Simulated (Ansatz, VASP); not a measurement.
Ru in VASP and in Ansatz

File INCAR:

```
PREC = Accurate
ENCUT = 520
EDIFF = 1E-8
ISMEAR = -1
SIGMA = 0.03
LREAL = False
LASPH = True
NELM = 60
ALGO = Normal
ISIF = 2
LWAVE = False
LCHARG = False
GGA = PE
LEFG = True
NBANDS = 21
```

The input KPOINTS:

```
Automatic mesh
0
Gamma
  14 14 8
```

POSCAR

```
Ru
1.0
    2.7057993342     -0.0202934950      0.0000000000
   -1.3704743493      2.3534377085      0.0000000000
    0.0000000000      0.0000000000      4.2819000000
Ru
2
Direct
    0.3333333333      0.6666666667      0.2500000000
    0.6666666667      0.3333333333      0.7500000000
```

Input for Ansatz:

```yaml
crystal:
  lattice:
    - [2.7057993342, -0.020293495, 0.0]
    - [-1.3704743493, 2.3534377085, 0.0]
    - [0.0, 0.0, 4.2819]
  atoms:
    - { symbol: Ru, position: [0.3333333333, 0.6666666667, 0.25] }
    - { symbol: Ru, position: [0.6666666667, 0.3333333333, 0.75] }
kpoints:
  mp_grid: { grid: [14, 14, 8] }
scf:
  occupations: { method: fermi_dirac, width: 0.03 }
hamiltonian:
  xc: pbe
  pseudopotentials: { kind: paw }
output:
  forces: true
  stress: true
  eigenvalues: true
  efg: { contact_densities: true }
```

Change from the starting cell: xy shear strain of -1.5 %, PAW files.

Alike in both runs: task electric field gradients; functional PBE; k mesh 14 × 14 × 8; occupations fermi-dirac, width 0.03 eV; no spin polarisation.

|  | VASP | Ansatz |
| --- | --- | --- |
| version | VASP 6.6.1 | Ansatz 0.2.0 |
| potentials or method | VASP PAW PBE potentials, release 64 (Ru_pv) | PAW with Ansatz's default frozen-core files, scalar-relativistic |
| plane-wave cutoff (eV) | 520 | 420 |
| valence electrons in the cell | 28 | 32 |

VASP gave:

- pressure (GPa): 4.5
- traceless stress, the component that is largest in VASP (GPa): 3.00
- rms of the force components (eV/Å): 0.039
- size of Vzz on the site where it differs most (V/Å²): 13.0

Problem. What did Ansatz give for the same quantities?

Solution. Pressure (GPa): 4.6; traceless stress, the component that is largest in VASP (GPa): 3.00; rms of the force components (eV/Å): 0.039; size of Vzz on the site where it differs most (V/Å²): 9.1.

Atom by atom the forces differ by 0.000 eV/Å (rms over components). VASP's potentials hold 28 valence electrons a cell and Ansatz's 32, so a difference there can come from the potentials and not from the codes.
